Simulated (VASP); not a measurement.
# TiAl3 (I4/mmm) in VASP: further runs

The runs below take TiAl3 through single point, with PBE.

Everything below comes from runs of VASP 6.6.1. Logs are shortened: lines on timing, memory, paths and dates and some standing lists are left out, and cuts for length are marked.

## 1. The cell of the first run

Symmetry: I4/mmm, No. 139, tetragonal system. Conventional cell: a = 3.822 Å, b = 3.822 Å, c = 8.561 Å, α = 90.00°, β = 90.00°, γ = 90.00°. Within 3.6 Å of Ti (site symmetry 4/mmm) lie 12 Al at 2.70 to 2.87 Å. Al (site symmetry -4m2) has 8 Al at 2.70 to 2.87 Å and 4 Ti at 2.87 Å within 3.6 Å. Al (site symmetry 4/mmm) has 4 Ti at 2.70 Å and 8 Al at 2.87 Å within 3.6 Å.

## 2. Single point, PBE

File INCAR:

```
  PREC = Accurate
  ENCUT = 520
  EDIFF = 1E-6
  ISMEAR = 0
  SIGMA = 0.012
  LREAL = False
  LASPH = True
  NELM = 80
  ALGO = Fast
  ISIF = 2
  LWAVE = False
  LCHARG = False
  GGA = PE
  NBANDS = 18
```

File KPOINTS:

```
regular mesh
0
Gamma
  10 10 10
```

File POSCAR:

```
TiAl3
1.0
   -1.9111067713      1.9111067713      4.2806687947
    1.9111067713     -1.9111067713      4.2806687947
    1.9111067713      1.9111067713     -4.2806687947
Ti Al
1 3
Direct
    0.0000000000      0.0000000000      0.0000000000
    0.2500000000      0.7500000000      0.5000000000
    0.7500000000      0.2500000000      0.5000000000
    0.5000000000      0.5000000000      0.0000000000
```

Potentials or basis: VASP PAW PBE potentials, release 64 (Ti_sv, Al).

Run with:

```console
$ cat potpaw_PBE.64/Ti_sv/POTCAR potpaw_PBE.64/Al/POTCAR > POTCAR
$ mpirun -np 1 vasp_std > vasp.out
```

OUTCAR:

```text
PREC = Accurate
   ENCUT = 520
   EDIFF = 1E-6
   ISMEAR = 0
   LREAL = False
   LASPH = True
   NELM = 80
   ISIF = 2
   GGA = PE

 ion  position               nearest neighbor table
   1  0.000  0.000  0.000-   4 2.70   4 2.70   4 2.70   4 2.70   3 2.87   2 2.87   3 2.87   2 2.87
                             3 2.87   3 2.87   2 2.87   2 2.87
   2  0.250  0.750  0.500-   3 2.70   3 2.70   3 2.70   3 2.70   4 2.87   1 2.87   4 2.87   4 2.87
                             1 2.87   1 2.87   4 2.87   1 2.87
   3  0.750  0.250  0.500-   2 2.70   2 2.70   2 2.70   2 2.70   4 2.87   1 2.87   4 2.87   1 2.87
                             4 2.87   4 2.87   1 2.87   1 2.87
   4  0.500  0.500  0.000-   1 2.70   1 2.70   1 2.70   1 2.70   3 2.87   2 2.87   3 2.87   3 2.87
                             2 2.87   2 2.87   3 2.87   2 2.87

  LATTYP: Found a body centered tetragonal cell.
 ALAT       =     3.8222135426
 C/A-ratio  =     2.2398899208

  Lattice vectors:

 A1 = (  -1.9111067713,   1.9111067713,   4.2806687947)
 A2 = (   1.9111067713,  -1.9111067713,   4.2806687947)
 A3 = (   1.9111067713,   1.9111067713,  -4.2806687947)

Analysis of symmetry for initial positions (statically):
=====================================================================
 Subroutine PRICEL returns:
 Original cell was already a primitive cell.

 Routine SETGRP: Setting up the symmetry group for a
 body centered tetragonal supercell.

 Subroutine GETGRP returns: Found 16 space group operations
 (whereof 16 operations were pure point group operations)
 out of a pool of 16 trial point group operations.

The static configuration has the point symmetry D_4h.

Analysis of symmetry for dynamics (positions and initial velocities):
=====================================================================
 Subroutine PRICEL returns:
 Original cell was already a primitive cell.

 Routine SETGRP: Setting up the symmetry group for a
 body centered tetragonal supercell.

 Subroutine GETGRP returns: Found 16 space group operations
 (whereof 16 operations were pure point group operations)
 out of a pool of 16 trial point group operations.

The dynamic configuration has the point symmetry D_4h.

 Subroutine INISYM returns: Found 16 space group operations
 (whereof 16 operations are pure point group operations),
 and found     1 'primitive' translations

[... 90 lines left out ...]
   ISTART =      0    job   : 0-new  1-cont  2-samecut
   ICHARG =      2    charge: 1-file 2-atom 10-const
   ISPIN  =      1    spin polarized calculation?
   LNONCOLLINEAR =      F non collinear calculations
   LSORBIT =      F    spin-orbit coupling
   LASPH  =      T    aspherical Exc in radial PAW
   ENCUT  =  520.0 eV  38.22 Ry    6.18 a.u.   9.41  9.41  9.41*2*pi/ulx,y,z
   NELM   =     80;   NELMIN=  2; NELMDL= -5     # of ELM steps
   EDIFF  = 0.1E-05   stopping-criterion for ELM
   LREAL  =      F    real-space projection
[... 7 lines left out ...]
   TEBEG  =    0.0;   TEEND  =   0.0 temperature during run
   PSTRESS=    0.0 pullay stress
   NELECT =      21.0000    total number of electrons
   NUPDOWN=      -1.0000    fix difference up-down
   EMIN   =  10.00;   EMAX   =-10.00  energy-range for DOS
   EFERMI =   0.00;   METHOD = LEGACY
   ISMEAR =     0;   SIGMA  =   0.01  broadening in eV -4-tet -1-fermi 0-gaus
   EFERMI_NEDOS =   21; number of points for ismear=-14 and -15
   IALGO  =     68    algorithm
   IMIX   =      4    mixing-type and parameters
     AMIX     =   0.40;   BMIX     =  1.00
     AMIX_MAG =   1.60;   BMIX_MAG =  1.00
  volume/ion in A,a.u.               =      15.63       105.51
  Fermi-wavevector in a.u.,A,eV,Ry     =   1.137891  2.150303 17.616776  1.294796
  Thomas-Fermi vector in A             =   2.274596
   LORBIT       =      0    0 simple, 1 ext, 2 COOP (PROOUT), +10 PAW based schemes
   GGA     = PE    functional components
   LHFCALC =     F    Hartree Fock is set to
   AEXX    =    0.0000 exact exchange contribution
   IVDW    =     0    specifies the selected vdW correction
   LEPSILON=     F    determine dielectric tensor
   LRPA    =     F    only Hartree local field effects (RPA)
 non-spin polarized calculation
 RMM-DIIS sequential band-by-band and
 Gauss-broadening in eV      SIGMA  =   0.01
  energy-cutoff  :      520.00
  volume of cell :       62.54
 maximum number of plane-waves:      1699
 NGX is ok and might be reduce to    40
   NGX = 19   NGY = 19   NGZ = 19

 number of electron      20.9999999 magnetization

 Free energy of the ion-electron system (eV)
  ---------------------------------------------------
  ext. energy  EPLUGINS =         0.00000000
  ---------------------------------------------------
  free energy    TOTEN  =       -20.65415355 eV

  energy without entropy =      -20.65391623  energy(sigma->0) =      -20.65403489

 E-fermi :   8.3702     XC(G=0): -10.7944

 val. band max:        8.3695960060   @ k =   0.5000   0.5000   0.3000
 cond. band min:       8.3756587060   @ k =  -0.1000   0.1000   0.0000
 fundamental gap:      0.0060627001
 Fermi energy:         8.3702447773

 k-point     1 :       0.0000    0.0000    0.0000
  band No.  band energies     occupation
      1     -48.0868      2.00000
      2     -24.4024      2.00000
      3     -24.4024      2.00000
      4     -24.3277      2.00000
      5      -1.7642      2.00000
      6       5.4994      2.00000
[... 481 lines left out ...]
      5       1.5236      2.00000
      6       2.6471      2.00000
[... 10 lines left out ...]
     17      13.2048      0.00000
     18      14.4251      0.00000

 [... further k-points ...]

------------------------ aborting loop because EDIFF is reached ----------------------------------------

  FORCE on cell =-STRESS in cart. coord.  units (eV):
  Direction    XX          YY          ZZ          XY          YZ          ZX
  --------------------------------------------------------------------------------------
  -------------------------------------------------------------------------------------
  Total        0.8187918      0.8187918      0.7390088      0.0000000      0.0000000      0.0000000
  in kB       20.9769609     20.9769609     18.9329660      0.0000000      0.0000000      0.0000000
  external PRESSURE =      20.2956293 kB  Pullay stress =       0.0000000 kB

 VOLUME and BASIS-vectors are now :
 -----------------------------------------------------------------------------
  energy-cutoff  :      520.00
  volume of cell :       62.54
      direct lattice vectors                 reciprocal lattice vectors
    -1.911106771  1.911106771  4.280668795     0.000000000  0.261628501  0.116804178
     1.911106771 -1.911106771  4.280668795     0.261628501  0.000000000  0.116804178
     1.911106771  1.911106771 -4.280668795     0.261628501  0.261628501  0.000000000

 POSITION                                       TOTAL-FORCE (eV/Angst)
 -----------------------------------------------------------------------------------
      0.00000      0.00000      0.00000         0.000000     -0.000000     -0.000000
      1.91111      0.00000      2.14033         0.000000      0.000000      0.000000
      0.00000      1.91111      2.14033        -0.000000      0.000000      0.000000
      0.00000      0.00000      4.28067         0.000000     -0.000000     -0.000000
 -----------------------------------------------------------------------------------
    total drift:                               -0.000000     -0.000000      0.000000

  FREE ENERGIE OF THE ION-ELECTRON SYSTEM (eV)
  ---------------------------------------------------
  free  energy   TOTEN  =       -20.6541535535 eV

  energy  without entropy=      -20.6539162324  energy(sigma->0) =      -20.65403489
```

OSZICAR:

```text
N       E                     dE             d eps       ncg     rms          rms(c)
DAV:   1     0.121253505893E+03    0.12125E+03   -0.91093E+03  3672   0.107E+03
DAV:   2    -0.137148610806E+02   -0.13497E+03   -0.13136E+03  3746   0.284E+02
DAV:   3    -0.224318293923E+02   -0.87170E+01   -0.85388E+01  5738   0.661E+01
[... 20 lines left out ...]
RMM:  24    -0.206541491584E+02   -0.21927E-05   -0.24721E-05  4173   0.160E-02    0.188E-02
RMM:  25    -0.206541507916E+02   -0.16332E-05   -0.20910E-05  4417   0.159E-02    0.151E-02
RMM:  26    -0.206541518602E+02   -0.10686E-05   -0.13940E-05  4258   0.134E-02    0.123E-02
RMM:  27    -0.206541529022E+02   -0.10420E-05   -0.12750E-05  3940   0.123E-02    0.101E-02
RMM:  28    -0.206541535535E+02   -0.65135E-06   -0.86422E-06  4156   0.120E-02
   1 F= -.20654154E+02 E0= -.20654035E+02  d E =-.237321E-03
```

Wall time 3.7 min (1 thread of Intel Xeon 6975P-C (Granite Rapids), shared host); peak memory 0.31 GiB.

What came out:

```yaml
Free_energy: -20.6542 eV
Pressure: 2.0 GPa
Band_gap_on_the_k_mesh: zero (an odd number of electrons rules out a gap without spin polarisation)
```

## 3. Single point, PBE

File INCAR:

```
SYSTEM = TiAl3
PREC     = Accurate       ! precision mode
ENCUT    = 520            ! plane-wave cutoff, eV
EDIFF    = 1E-7           ! SCF threshold, eV
ISMEAR   = 0              ! smearing method
SIGMA    = 0.013000000000000001 ! smearing width, eV
LREAL    = .FALSE.        ! projectors in reciprocal space
LASPH    = .TRUE.         ! aspherical terms in the spheres
NELM     = 60             ! most SCF steps
ALGO     = Normal         ! electronic algorithm
ISIF     = 2              ! what is computed and relaxed
LWAVE    = .FALSE.        ! write WAVECAR
LCHARG   = .FALSE.        ! write CHGCAR
GGA      = PE             ! functional
NBANDS   = 18             ! bands
```

File KPOINTS:

```
regular mesh
0
G
  10 10 10
  0 0 0
```

POSCAR is that of step 2.

Potentials or basis: VASP PAW PBE potentials, release 64 (Ti_sv, Al).

Run with:

```console
$ cat potpaw_PBE.64/Ti_sv/POTCAR potpaw_PBE.64/Al/POTCAR > POTCAR
$ mpirun -np 1 vasp_std > vasp.out
```

It took 2.5 min on 1 thread of Intel Xeon 6975P-C (Granite Rapids), shared host; peak memory 0.3 GiB.

Results (log left out):

```yaml
Free_energy: -20.6542 eV
Pressure: 2.1 GPa
Band_gap_on_the_k_mesh: zero (an odd number of electrons rules out a gap without spin polarisation)
```

Stress tensor (GPa, compression positive):
```
2.13 0.00 0.00
0.00 2.13 0.00
0.00 0.00 1.92
```

Levels at points of the mesh, in eV from the Fermi level:
| k point | band 9 | band 10 | band 11 | band 12 | band 13 | band 14 |
| --- | --- | --- | --- | --- | --- | --- |
| (0.00, 0.00, 0.00) | -1.24 | -1.24 | 0.83 | 1.74 | 1.74 | 2.23 |
| (0.50, 0.00, 0.00) | -1.07 | -0.27 | 0.50 | 1.82 | 2.09 | 2.72 |
| (0.50, 0.50, 0.00) | -2.72 | -2.21 | -1.00 | 1.77 | 1.96 | 2.70 |
| (0.50, 0.50, 0.50) | -0.93 | -0.24 | 0.70 | 0.70 | 0.95 | 3.07 |

(Continued in part 2 of 2.)
